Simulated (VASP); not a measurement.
Here is a VASP 6.6.1 calculation.

Contents of POSCAR:

```
RbH2
1.0
   -3.0035050000      0.0070580000      3.1044500000
    2.9827760000     -0.0536060000      3.0837210000
   -0.0606640000      6.1315590000     -0.0465480000
Rb H
1 2
Direct
    0.9676530000      0.9857760000      0.9993670000
    0.9739410000      0.9979830000      0.4698130000
    0.4361670000      0.4950080000      0.9924330000
```

INCAR.step1

```
SYSTEM = RbH2
PREC = Accurate
ENCUT = 520
ISMEAR = -1
SIGMA = 0.1
LREAL = .False.
LASPH = .True.
NELM = 60
NBANDS = 12
GGA = PE
ALGO = Normal
EDIFF = 1E-4
LWAVE = .True.
LCHARG = .False.
```

The input INCAR.step2:

```
SYSTEM = RbH2
PREC = Accurate
ENCUT = 520
EDIFF = 1E-6
ISMEAR = -1
SIGMA = 0.1
LREAL = .False.
LASPH = .True.
NELM = 60
ALGO = Normal
ISIF = 2
LWAVE = .False.
LCHARG = .False.
METAGGA = R2SCAN
LMIXTAU = .True.
NBANDS = 12
ISTART = 1
```

KPOINTS

```
Automatic mesh
0
Gamma
  4 4 3
  0.5 0.5 0.5
```

Potentials or basis: VASP PAW PBE potentials, release 64 (Rb_sv, H).

The run is started by

```sh
$ cat potpaw_PBE.64/Rb_sv/POTCAR potpaw_PBE.64/H/POTCAR > POTCAR
$ cp INCAR.step1 INCAR
$ mpirun -np 1 vasp_std > vasp.out
$ cp INCAR.step2 INCAR
$ mpirun -np 1 vasp_std > vasp.out
```

Q: Predict the largest force.

A: 0.117 eV/Å.

Q: Estimate the pressure.

A: -0.9 GPa.

Stress tensor (GPa, compression positive):
```
-0.65 -0.02  0.03
-0.02 -1.17  0.00
 0.03  0.00 -0.86
```

Caveat: the k points lie up to 0.37 Å⁻¹ apart; the PAW data sets were made with another functional, which shifts forces and pressure a little.
